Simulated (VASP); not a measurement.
An input for VASP 6.6.1 (Zn):

File INCAR:

```
PREC = Accurate
ENCUT = 520
EDIFF = 1E-6
ISMEAR = 0
SIGMA = 0.1
LREAL = False
LASPH = True
NELM = 60
ALGO = Fast
ISIF = 2
LWAVE = False
LCHARG = False
GGA = PE
NBANDS = 19
```

File KPOINTS:

```
Automatic mesh
0
Gamma
  16 16 10
```

The input POSCAR:

```
Zn
1.0
    1.9555050822     -1.9509706730      0.0000000000
    1.9555050822      1.9509706730      0.0000000000
    0.0000000000      0.0000000000      3.9749906556
Zn
2
Direct
    0.7499976754      0.2500023246      0.2500000000
    0.2500023246      0.7499976754      0.7500000000
```

Potentials or basis: VASP PAW PBE potentials, release 64 (Zn).

Launch:

```bash
$ cat potpaw_PBE.64/Zn/POTCAR > POTCAR
$ mpirun -np 1 vasp_std > vasp.out
```

Question: Does this run start?

Answer: The run stopped without a result. It printed:

OUTCAR:

```text
PREC = Accurate
   ENCUT = 520
   EDIFF = 1E-6
   ISMEAR = 0
   LREAL = False
   LASPH = True
   NELM = 60
   ISIF = 2
   GGA = PE

[... 75 lines left out ...]
|     E        R     R  R     R  O     O  R     R     ###     ###     ###     |
|     EEEEE    RRRRRR   RRRRRR   O     O  RRRRRR       #       #       #      |
|     E        R   R    R   R    O     O  R   R                               |
|     E        R    R   R    R   O     O  R    R      ###     ###     ###     |
|     EEEEEEE  R     R  R     R  OOOOOOO  R     R     ###     ###     ###     |
|                                                                             |
|     VERY BAD NEWS! internal error in subroutine POSMAP: symmetry            |
|     equivalent atom not found, you might try decreasing or increasing       |
|     SYMPREC by an order of magnitude. 1                                     |
|                                                                             |
|       ---->  I REFUSE TO CONTINUE WITH THIS SICK JOB ... BYE!!! <----       |
|                                                                             |
 -----------------------------------------------------------------------------
```

On the terminal:

```text
POSCAR found type information on POSCAR Zn
 POSCAR found :  1 types and       2 ions
[... 19 lines left out ...]

1
```
